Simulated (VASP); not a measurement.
# Sn2BiO8 (a cell with a defect) in VASP: further runs

The runs below take Sn2BiO8 (a cell with a defect) through single point, with PBEsol.

All numbers are computed with VASP 6.6.1; they aren't measurements. Logs are shortened: lines on timing, memory, paths and dates and some standing lists are left out, and cuts for length are marked.

### Step 1. The cell of the first run

The cell holds a defect, 11 atoms: a = 4.769 Å, b = 4.769 Å, c = 6.424 Å, α = 90.00°, β = 90.00°, γ = 90.00°.

### Step 2. Single point, PBEsol, collinear spin, ferromagnetic start

File INCAR:

```
SYSTEM = Sn2BiO8
ALGO = Normal ; EDIFF = 1E-6
ENCUT = 520 ; GGA = PS
ISIF = 2 ; ISMEAR = -5
ISPIN = 2 ; LASPH = .True.
LCHARG = .False. ; LORBIT = 11
LREAL = .False. ; LWAVE = .False.
MAGMOM = 0 0 0.333 0.333 0.333 0.333 0.333 0.333 0.333 0.333 0.333 ; NBANDS = 60
NELM = 150 ; PREC = Accurate
SIGMA = 0.05
```

File KPOINTS:

```
Automatic mesh
0
Gamma
  2 2 2
  0.5 0.5 0.5
```

File POSCAR:

```
Sn2BiO8
1.0
    4.7690460000      0.0000000000      0.0000000000
    0.0000000000      4.7690460000      0.0000000000
    0.0000000000      0.0000000000      6.4242020000
Sn Bi O
2 1 8
Direct
    0.9976680000      0.0014940000      0.0005330000
    0.0022510000      0.0005860000      0.5000880000
    0.5065320000      0.4984850000      0.2496990000
    0.3110200000      0.3027180000      0.9942480000
    0.3120320000      0.2999170000      0.4952430000
    0.6959290000      0.6929510000      0.0010350000
    0.6918430000      0.6980170000      0.4973240000
    0.1977020000      0.8008440000      0.2526710000
    0.1971170000      0.8054680000      0.7553220000
    0.8109210000      0.1882140000      0.2485450000
    0.8026440000      0.1879190000      0.7522150000
```

Potentials or basis: VASP PAW PBE potentials, release 64 (Sn_d, Bi_d, O).

Command:

```
> cat potpaw_PBE.64/Sn_d/POTCAR potpaw_PBE.64/Bi_d/POTCAR potpaw_PBE.64/O/POTCAR > POTCAR
> mpirun -np 1 vasp_std > vasp.out
```

OUTCAR:

```text
SYSTEM = Sn2BiO8
   EDIFF = 1E-6
   ENCUT = 520
   GGA = PS
   ISIF = 2
   ISMEAR = -5
   ISPIN = 2
   LASPH = .True.
   LORBIT = 11
   LREAL = .False.
   NELM = 150
   PREC = Accurate

 ion  position               nearest neighbor table
   1  0.998  0.001  0.001-  10 2.03  11 2.05   6 2.06   9 2.06   4 2.07   8 2.11   2 3.21   2 3.22
                             3 3.70   3 3.72   3 3.75   3 3.77
   2  0.002  0.001  0.500-   5 2.05  10 2.06   7 2.07   8 2.07  11 2.08   9 2.10   1 3.21   1 3.22
                             3 3.72   3 3.73   3 3.74   3 3.76
   3  0.507  0.498  0.250-   7 2.05   6 2.06   5 2.06   8 2.06  10 2.07   4 2.11   1 3.70   1 3.72
                             2 3.72   2 3.73   2 3.74   1 3.75   2 3.76   1 3.77
   4  0.311  0.303  0.994-   1 2.07   3 2.11
   5  0.312  0.300  0.495-   2 2.05   3 2.06
   6  0.696  0.693  0.001-   3 2.06   1 2.06
   7  0.692  0.698  0.497-   3 2.05   2 2.07
   8  0.198  0.801  0.253-   3 2.06   2 2.07   1 2.11
   9  0.197  0.805  0.755-   1 2.06   2 2.10
  10  0.811  0.188  0.249-   1 2.03   2 2.06   3 2.07
  11  0.803  0.188  0.752-   1 2.05   2 2.08

  LATTYP: Found a simple tetragonal cell.
 ALAT       =     4.7690460000
 C/A-ratio  =     1.3470622846

  Lattice vectors:

 A1 = (   4.7690460000,   0.0000000000,   0.0000000000)
 A2 = (   0.0000000000,   4.7690460000,   0.0000000000)
 A3 = (   0.0000000000,   0.0000000000,   6.4242020000)

Analysis of symmetry for initial positions (statically):
=====================================================================
 Subroutine PRICEL returns:
 Original cell was already a primitive cell.

 Routine SETGRP: Setting up the symmetry group for a
 simple tetragonal supercell.

 Subroutine GETGRP returns: Found  1 space group operations
 (whereof  1 operations were pure point group operations)
 out of a pool of 16 trial point group operations.

The static configuration has the point symmetry C_1 .

Analysis of symmetry for dynamics (positions and initial velocities):
=====================================================================
 Subroutine PRICEL returns:
 Original cell was already a primitive cell.

 Routine SETGRP: Setting up the symmetry group for a
 simple tetragonal supercell.

 Subroutine GETGRP returns: Found  1 space group operations
 (whereof  1 operations were pure point group operations)
 out of a pool of 16 trial point group operations.

The dynamic configuration has the point symmetry C_1 .

Analysis of structural, dynamic, and magnetic symmetry:
=====================================================================
 Subroutine PRICEL returns:
 Original cell was already a primitive cell.

 Routine SETGRP: Setting up the symmetry group for a
 simple tetragonal supercell.

 Subroutine GETGRP returns: Found  1 space group operations
 (whereof  1 operations were pure point group operations)
 out of a pool of 16 trial point group operations.

The overall configuration has the point symmetry C_1 .

 Subroutine INISYM returns: Found  1 space group operations
 (whereof  1 operations are pure point group operations),
 and found     1 'primitive' translations

----------------------------------------------------------------------------------------

                                     Primitive cell

  volume of cell :     146.1108

  direct lattice vectors                    reciprocal lattice vectors
     4.769046000  0.000000000  0.000000000     0.209685543  0.000000000  0.000000000
     0.000000000  4.769046000  0.000000000     0.000000000  0.209685543  0.000000000
     0.000000000  0.000000000  6.424202000     0.000000000  0.000000000  0.155661357

  length of vectors
     4.769046000  4.769046000  6.424202000     0.209685543  0.209685543  0.155661357

  position of ions in fractional coordinates (direct lattice)
     0.997668000  0.001494000  0.000533000
     0.002251000  0.000586000  0.500088000
     0.506532000  0.498485000  0.249699000
     0.311020000  0.302718000  0.994248000
     0.312032000  0.299917000  0.495243000
     0.695929000  0.692951000  0.001035000
     0.691843000  0.698017000  0.497324000
     0.197702000  0.800844000  0.252671000
     0.197117000  0.805468000  0.755322000
     0.810921000  0.188214000  0.248545000
     0.802644000  0.187919000  0.752215000

[... 63 lines left out ...]
   LASPH  =      T    aspherical Exc in radial PAW
   ENCUT  =  520.0 eV  38.22 Ry    6.18 a.u.   8.87  8.87 11.94*2*pi/ulx,y,z
   NELM   =    150;   NELMIN=  2; NELMDL= -5     # of ELM steps
   EDIFF  = 0.1E-05   stopping-criterion for ELM
   LREAL  =      F    real-space projection
   EDIFFG = 0.1E-04   stopping-criterion for IOM
   NSW    =      0    number of steps for IOM
   IBRION =     -1    ionic relax: 0-MD 1-quasi-New 2-CG
   NFREE  =      0    steps in history (QN), initial steepest desc. (CG)
   ISIF   =      2    stress and relaxation
   ISYM   =      2    0-nonsym 1-usesym 2-fastsym
   POTIM  = 0.5000    time-step for ionic-motion
   TEBEG  =    0.0;   TEEND  =   0.0 temperature during run
   PSTRESS=    0.0 pullay stress
   NELECT =      91.0000    total number of electrons
   NUPDOWN=      -1.0000    fix difference up-down
   EMIN   =  10.00;   EMAX   =-10.00  energy-range for DOS
   EFERMI =   0.00;   METHOD = LEGACY
   ISMEAR =    -5;   SIGMA  =   0.05  broadening in eV -4-tet -1-fermi 0-gaus
   EFERMI_NEDOS =   21; number of points for ismear=-14 and -15
   IALGO  =     38    algorithm
   IMIX   =      4    mixing-type and parameters
     AMIX     =   0.40;   BMIX     =  1.00
     AMIX_MAG =   1.60;   BMIX_MAG =  1.00
  volume/ion in A,a.u.               =      13.28        89.64
  Fermi-wavevector in a.u.,A,eV,Ry     =   1.398067  2.641963 26.593818  1.954590
  Thomas-Fermi vector in A             =   2.521261
   LORBIT       =     11    0 simple, 1 ext, 2 COOP (PROOUT), +10 PAW based schemes
   GGA     = PS    functional components
   LHFCALC =     F    Hartree Fock is set to
   AEXX    =    0.0000 exact exchange contribution
   IVDW    =     0    specifies the selected vdW correction
   LEPSILON=     F    determine dielectric tensor
   LRPA    =     F    only Hartree local field effects (RPA)
 spin polarized calculation
 Fermi weights with tetrahedron method with Bloechl corrections
  energy-cutoff  :      520.00
  volume of cell :      146.11
 maximum number of plane-waves:      3933
   NGX = 17   NGY = 17   NGZ = 23

 number of electron      91.0000034 magnetization       3.0000000

 Free energy of the ion-electron system (eV)
  ---------------------------------------------------
  ext. energy  EPLUGINS =         0.00000000
  ---------------------------------------------------
  free energy    TOTEN  =       -61.73635384 eV

  energy without entropy =      -61.73635384  energy(sigma->0) =      -61.73635384

 E-fermi :   3.3740     XC(G=0): -10.6897

 val. band max:        3.3173116640   @ k =  -0.2500   0.2500   0.2500
 cond. band min:       3.3838859936   @ k =  -0.2500   0.2500   0.2500
 fundamental gap:      0.0665743296
 Fermi energy:         3.3739794047

 spin component 1

 k-point     1 :       0.2500    0.2500    0.2500
  band No.  band energies     occupation
      1     -18.7820      1.00000
      2     -18.6525      1.00000
      3     -18.0667      1.00000
      4     -18.0345      1.00000
      5     -18.0294      1.00000
      6     -17.3189      1.00000
[... 229 lines left out ...]
     56      13.6720      0.00000
     57      14.2951      0.00000
 Fermi energy:         3.3739794047

 spin component 2

 k-point     1 :       0.2500    0.2500    0.2500
  band No.  band energies     occupation
      1     -18.7649      1.00000
      2     -18.6101      1.00000
      3     -18.0755      1.00000
      4     -18.0432      1.00000
      5     -18.0390      1.00000
      6     -17.2277      1.00000
[... 229 lines left out ...]
     56      13.8029      0.00000
     57      14.4694      0.00000
 [bands above 57 left out]

------------------------ aborting loop because EDIFF is reached ----------------------------------------

  FORCE on cell =-STRESS in cart. coord.  units (eV):
  Direction    XX          YY          ZZ          XY          YZ          ZX
  --------------------------------------------------------------------------------------
  -------------------------------------------------------------------------------------
  Total        2.5451368      2.8679070      4.2109016     -3.0003002      0.2691496     -0.5192168
  in kB       27.9086928     31.4480297     46.1746348    -32.8997866      2.9513600     -5.6934713
  external PRESSURE =      35.1771191 kB  Pullay stress =       0.0000000 kB

 VOLUME and BASIS-vectors are now :
 -----------------------------------------------------------------------------
  energy-cutoff  :      520.00
  volume of cell :      146.11
      direct lattice vectors                 reciprocal lattice vectors
     4.769046000  0.000000000  0.000000000     0.209685543  0.000000000  0.000000000
     0.000000000  4.769046000  0.000000000     0.000000000  0.209685543  0.000000000
     0.000000000  0.000000000  6.424202000     0.000000000  0.000000000  0.155661357

 POSITION                                       TOTAL-FORCE (eV/Angst)
 -----------------------------------------------------------------------------------
      4.75792      0.00712      0.00342         0.438526     -0.330944     -0.194604
      0.01074      0.00279      3.21267         0.156743     -0.266392      0.591586
      2.41567      2.37730      1.60412        -0.297289     -0.138806     -0.269348
      1.48327      1.44368      6.38725        -0.321583     -0.302617      0.143568
      1.48809      1.43032      3.18154        -0.453844     -0.418141      0.230122
      3.31892      3.30472      0.00665         0.445901      0.354825     -0.265260
      3.29943      3.32888      3.19491         0.606339      0.445889      0.333088
      0.94285      3.81926      1.62321        -0.927778      0.853955     -0.258937
      0.94006      3.84131      4.85234        -0.219905      0.150859     -0.232892
      3.86732      0.89760      1.59670         0.409516     -0.303609      0.203269
      3.82785      0.89619      4.83238         0.163373     -0.045019     -0.280590
 -----------------------------------------------------------------------------------
    total drift:                                0.000192     -0.001358     -0.001410

  FREE ENERGIE OF THE ION-ELECTRON SYSTEM (eV)
  ---------------------------------------------------
  free  energy   TOTEN  =       -61.7363538422 eV

  energy  without entropy=      -61.7363538422  energy(sigma->0) =      -61.73635384

 total charge

# of ion       s       p       d       tot
------------------------------------------
    1        0.908   1.116  10.366  12.389
    2        0.905   1.091  10.350  12.346
    3        1.290   1.236  10.290  12.816
    4        1.589   3.291   0.000   4.880
    5        1.585   3.326   0.000   4.911
    6        1.587   3.321   0.000   4.909
    7        1.586   3.323   0.000   4.909
    8        1.570   3.459   0.000   5.029
    9        1.598   3.221   0.000   4.819
   10        1.570   3.480   0.000   5.051
   11        1.596   3.238   0.000   4.834
--------------------------------------------------
tot         15.786  30.101  31.007  76.893

 magnetization (x)

# of ion       s       p       d       tot
------------------------------------------
    1       -0.018  -0.026   0.013  -0.031
    2       -0.018  -0.025   0.011  -0.032
    3       -0.015  -0.022   0.005  -0.032
    4        0.005   0.344   0.000   0.349
    5        0.004   0.274   0.000   0.277
    6        0.004   0.289   0.000   0.292
    7        0.004   0.286   0.000   0.289
    8       -0.001   0.076   0.000   0.075
    9        0.008   0.636   0.000   0.643
   10       -0.001   0.059   0.000   0.058
   11        0.007   0.597   0.000   0.604
--------------------------------------------------
tot         -0.022   2.486   0.029   2.493
```

Run time: 2 min. Hardware: 1 thread of Oxide Virtual Turin-like, shared host; peak memory 0.26 GiB.

Results:

```yaml
Free_energy: -61.7364 eV
Pressure: 3.5 GPa
Largest_force: 1.287 eV/Å
Band_gap_on_the_k_mesh: 0.07 eV
Net_moment: 3.00 μB per cell
Site_moments: Sn -0.03; Bi -0.03; O +0.35, +0.28, +0.29, +0.07, +0.64, +0.06, +0.60 (each value once) μB
Valence_electrons_inside_the_program's_atomic_spheres: Sn 12.39, 12.35; Bi 12.82; O 4.88, 4.91, 5.03, 4.82, 5.05, 4.83 (each value once)
```

Forces on the atoms (eV/Å):
```
Sn   0.439 -0.331 -0.195
Sn   0.157 -0.266  0.592
Bi  -0.297 -0.139 -0.269
O   -0.322 -0.303  0.144
O   -0.454 -0.418  0.230
O    0.446  0.355 -0.265
O    0.606  0.446  0.333
O   -0.928  0.854 -0.259
O   -0.220  0.151 -0.233
O    0.410 -0.304  0.203
O    0.163 -0.045 -0.281
```

Levels at points of the mesh, in eV from the valence-band top:
Spin up:
| k point | band 43 | band 44 | band 45 | band 46 | band 47 | band 48 | band 49 | band 50 | band 51 | band 52 |
| --- | --- | --- | --- | --- | --- | --- | --- | --- | --- | --- |
| (0.25, 0.25, 0.25) | -0.80 | -0.74 | -0.61 | -0.52 | -0.50 | 2.45 | 4.93 | 6.02 | 7.54 | 7.63 |
Spin down:
```tsv
k point	band 42	band 43	band 44	band 45	band 46	band 47
(0.25, 0.25, 0.25)	-0.30	-0.26	-0.08	0.14	0.19	0.40
```

Caveat: the k points lie up to 0.66 Å⁻¹ apart; the PAW data sets were made with another functional, which shifts forces and pressure a little; spin-orbit coupling is left out, which moves the levels of the heavy elements.

### Step 3. Single point, PBEsol, collinear spin, ferromagnetic start

File INCAR:

```
  PREC = Accurate
  ENCUT = 520
  EDIFF = 1E-6
  ISMEAR = -1
  SIGMA = 0.05
  LREAL = F
  LASPH = T
  NELM = 150
  ALGO = Normal
  ISIF = 2
  LWAVE = F
  LCHARG = T
  ISPIN = 2
  MAGMOM = 0 0 0.333 0.333 0.333 0.333 0.333 0.333 0.333 0.333 0.333
  LORBIT = 11
  GGA = PS
  LELF = T
  LVHAR = T
  NBANDS = 60
  NELECT = 93.0
```

KPOINTS is that of step 2.

POSCAR is that of step 2.

Potentials or basis: VASP PAW PBE potentials, release 64 (Sn_d, Bi_d, O).

Command:

```
> cat potpaw_PBE.64/Sn_d/POTCAR potpaw_PBE.64/Bi_d/POTCAR potpaw_PBE.64/O/POTCAR > POTCAR
> mpirun -np 1 vasp_std > vasp.out
```

Wall time 93 s (1 thread of Oxide Virtual Turin-like, shared host); peak memory 0.26 GiB.

It converged, with:

```yaml
Free_energy: -54.4876 eV
Largest_force: 2.018 eV/Å
Net_moment: 1.00 μB per cell
Site_moments: Sn -0.01; Bi -0.01; O +0.08, +0.04, +0.05, +0.01, +0.34, +0.30 (each value once) μB
Valence_electrons_inside_the_program's_atomic_spheres: Sn 12.51, 12.46; Bi 12.94; O 4.97, 5.00, 4.99, 5.09, 4.92, 5.11, 4.94 (each value once)
```

Forces on the atoms (eV/Å):
```
Sn   0.545 -0.343 -1.666
Sn   0.160 -0.330  1.984
Bi  -0.387 -0.081 -0.382
O   -0.569 -0.534  0.819
O   -0.696 -0.621 -0.239
O    0.698  0.606  0.334
O    0.830  0.604 -0.239
O   -0.958  0.854 -0.220
O   -0.751  0.659 -0.325
O    0.436 -0.298  0.235
O    0.692 -0.516 -0.301
```

Levels at points of the mesh, in eV from the Fermi level:
Spin up:
```csv
k point,band 44,band 45,band 46,band 47,band 48,band 49,band 50,band 51
"(0.25, 0.25, 0.25)",-0.80,-0.59,-0.54,-0.45,2.10,4.48,5.58,6.77
```
Spin down:
| k point | band 44 | band 45 | band 46 | band 47 | band 48 | band 49 |
| --- | --- | --- | --- | --- | --- | --- |
| (0.25, 0.25, 0.25) | -0.65 | -0.42 | -0.18 | 0.13 | 2.16 | 4.61 |

Caveat: the k points lie up to 0.66 Å⁻¹ apart; the cell carries a net charge on a neutralising background, which shifts energy and pressure; the cell is charged against a uniform background, so pressure and absolute levels hang on convention; the PAW data sets were made with another functional, which shifts forces and pressure a little; spin-orbit coupling is left out, which moves the levels of the heavy elements.
